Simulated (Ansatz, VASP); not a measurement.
TiCo2: VASP beside Ansatz

The input INCAR:

```
SYSTEM = TiCo2
ALGO = Normal ; EDIFF = 1E-6
ENCUT = 520 ; GGA = PS
ISIF = 2 ; ISMEAR = 1
ISPIN = 2 ; LASPH = .True.
LCHARG = .False. ; LMAXMIX = 4
LORBIT = 11 ; LREAL = .False.
LWAVE = .False. ; MAGMOM = -0.31 -0.31 0.82 0.82 0.82 0.82
NBANDS = 43 ; NELM = 150
PREC = Accurate ; SIGMA = 0.1
```

Contents of KPOINTS:

```
k-points
0
Gamma
  10 10 10
  0 0 0
```

The input POSCAR:

```
TiCo2
1.0
    0.0000000000      3.3520000000      3.3520000000
    3.3520000000      0.0000000000      3.3520000000
    3.3520000000      3.3520000000      0.0000000000
Ti Co
2 4
Direct
    0.5000000000      0.5000000000      0.5000000000
    0.7500000000      0.7500000000      0.7500000000
    0.1250000000      0.1250000000      0.1250000000
    0.6250000000      0.1250000000      0.1250000000
    0.1250000000      0.1250000000      0.6250000000
    0.1250000000      0.6250000000      0.1250000000
```

Input for Ansatz:

```yaml
crystal:
  lattice:
    - [0.0, 3.352, 3.352]
    - [3.352, 0.0, 3.352]
    - [3.352, 3.352, 0.0]
  atoms:
    - { symbol: Ti, position: [0.5, 0.5, 0.5], spin: -0.31 }
    - { symbol: Ti, position: [0.75, 0.75, 0.75], spin: -0.31 }
    - { symbol: Co, position: [0.125, 0.125, 0.125], spin: 0.82 }
    - { symbol: Co, position: [0.625, 0.125, 0.125], spin: 0.82 }
    - { symbol: Co, position: [0.125, 0.125, 0.625], spin: 0.82 }
    - { symbol: Co, position: [0.125, 0.625, 0.125], spin: 0.82 }
basis:
  ecutwfc: 420
kpoints:
  mp_grid: { grid: [10, 10, 10] }
hamiltonian:
  xc: pbesol
scf:
  occupations: { method: methfessel_paxton, width: 0.1 }
output:
  forces: true
  stress: true
  eigenvalues: true
  populations: true
magnetization:
  spin_polarized: true
```

Alike in both runs: task single point; functional PBEsol; k mesh 10 × 10 × 10; occupations methfessel-paxton of order 1, width 0.1 eV; collinear spin.

|  | VASP | Ansatz |
| --- | --- | --- |
| version | VASP 6.6.1 | Ansatz 0.2.0 |
| potentials or method | VASP PAW PBE potentials, release 64 (Ti_sv, Co), cutoff 520 eV | scalar-relativistic, plane waves, PAW |
| valence electrons in the cell | 60 | 92 |

```csv
,VASP,Ansatz,Ansatz less VASP
gap on the k mesh at the Fermi level (eV),none,none,-
pressure (GPa),-14.7,-11.7,+3.02
net moment per atom (μB),0.17,0.37,+0.195
size of the moment on the site where the two differ most (μB),0.35,0.75,+0.400
```

The net moments are unlike, so the other rows may belong to different states. VASP's potentials were made for PBE, not for PBEsol. Site moments also hang on the region over which each program counts them. A gap of «none» marks a metal or a gap that the smearing closes. VASP's potentials hold 60 valence electrons a cell and Ansatz's 92, so a difference there can come from the potentials and not from the codes. Ansatz's warnings: stability check not made.
